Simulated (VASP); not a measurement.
Runs of VASP 6.6.1 on KZn3. The structure is that of space group Pm-3m (No. 221), or close to it. The cells are those of the table. 

```tsv
task	cell	k mesh	cutoff (eV)	gap on the mesh (eV)	pressure (GPa)	relaxed volume (Å³/atom)
relaxation of cell and atoms	relaxed from a = 4.603 Å, 4 atoms	10 × 10 × 10	600	none	0.0	(a)
single point	a = 4.239, b = 4.239, c = 4.196 Å, 4 atoms	4 × 4 × 4	520	none	10.2	-
single point	a = 4.664 Å, 4 atoms	10 × 10 × 10	520	none	0.1	-
relaxation of cell and atoms	relaxed from a = 4.239, b = 4.239, c = 4.196 Å, 4 atoms	4 × 4 × 4	600	none	0.0	24.97
single point	a = 4.663 Å, 4 atoms	10 × 10 × 10	520	none	0.1	-
single point	a = 4.604, b = 4.604, c = 4.601 Å, 4 atoms	4 × 4 × 4	520	none	(b)	-
relaxation of cell and atoms	relaxed from a = 4.610 Å, 4 atoms	10 × 10 × 10	600	none	0.0	25.50
```

Alike in all rows: level PBE; potentials or basis VASP PAW PBE potentials, release 64 (K_sv, Zn); no spin polarisation; smearing gaussian 0.1 eV.

Q: Estimate the missing entries.

A: (a) 25.43; (b) 0.4.

Caveats: some runs use coarse meshes; the volume moved by over 15 % at a fixed basis, so the end points are rough (at least some runs).

A gap of «none» marks levels without a gap at the run's occupations.
